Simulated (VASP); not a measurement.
Here is a VASP 6.6.1 calculation.

The input INCAR:

```
PREC = Accurate
ENCUT = 520
EDIFF = 1E-6
ISMEAR = 0
SIGMA = 0.1
LREAL = F
LASPH = T
NELM = 80
ALGO = Fast
ISIF = 2
LWAVE = F
LCHARG = F
GGA = PE
NBANDS = 31
```

File KPOINTS:

```
Automatic mesh
0
Gamma
  6 6 6
```

File POSCAR:

```
Sc3B2N
1.0
   -2.6208771319      2.6208771319      3.6278854755
    2.6208771319     -2.6208771319      3.6278854755
    2.6208771319      2.6208771319     -3.6278854755
Sc B N
3 2 1
Direct
    0.5000000000      0.0000000000      0.5000000000
    0.0000000000      0.5000000000      0.5000000000
    0.5000000000      0.5000000000      0.0000000000
    0.8112393539      0.8112393539      0.0000000000
    0.1887606461      0.1887606461      0.0000000000
    0.0000000000      0.0000000000      0.0000000000
```

Potentials or basis: VASP PAW PBE potentials, release 64 (Sc_sv, B, N).

Run with:

```bash
$ cat potpaw_PBE.64/Sc_sv/POTCAR potpaw_PBE.64/B/POTCAR potpaw_PBE.64/N/POTCAR > POTCAR
$ mpirun -np 1 vasp_std > vasp.out
```

Q: Predict the band gap on the k mesh.

A: Zero (bands 22 and 23 overlap by 1.29 eV).

Q: Predict the pressure.

A: 0.2 GPa.

Stress tensor (GPa, compression positive):
```
0.21 0.00 0.00
0.00 0.21 0.00
0.00 0.00 0.12
```
